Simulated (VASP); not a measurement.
Write the native input for VASP 6.6.1 that does the following.

```
Task                   : single point
Functional             : LDA
Potentials or basis    : VASP PAW LDA potentials, release 64 (Si, Mo_sv)
Cutoff                 : 520 eV
k mesh                 : 13 × 13 × 13
Occupations            : methfessel-paxton, width 0.1 eV
Spin                   : no spin polarisation
Dipole correction      : no
Further INCAR settings : ALGO = Normal; EDIFF = 1e-06; NBANDS = 18
```

The structure of Si2Mo lies in POSCAR:

```
Si2Mo
1.0
   -1.6000000000      1.6000000000      3.9305000000
    1.6000000000     -1.6000000000      3.9305000000
    1.6000000000      1.6000000000     -3.9305000000
Si Mo
2 1
Direct
    0.3330000000      0.3330000000      0.0000000000
    0.6670000000      0.6670000000      0.0000000000
    0.0312500000      0.0000000000      0.0312500000
```

These files were run (other wordings do the same):

INCAR

```
SYSTEM = Si2Mo
ALGO = Normal ; EDIFF = 1E-6
ENCUT = 520 ; ISIF = 2
ISMEAR = 1 ; LASPH = .True.
LCHARG = .False. ; LREAL = .False.
LWAVE = .False. ; NBANDS = 18
NELM = 100 ; PREC = Accurate
SIGMA = 0.1
```

KPOINTS

```
k-points
0
Gamma
  13 13 13
  0 0 0
```

Potentials or basis: VASP PAW LDA potentials, release 64 (Si, Mo_sv).

Command:

```console
$ cat potpaw_LDA.64/Si/POTCAR potpaw_LDA.64/Mo_sv/POTCAR > POTCAR
$ mpirun -np 1 vasp_std > vasp.out
```

Results of the run:

```yaml
Pressure: -4.9 GPa
Largest_force: 0.888 eV/Å
Band_gap_on_the_k_mesh: zero (bands 11 and 12 overlap by 0.91 eV)
```

Caveat: the cell stands under tension.

Wall time 4.2 min on 1 thread of Intel(R) Xeon(R) Platinum 8488C (Sapphire Rapids) (shared host), peak memory 0.35 GiB.
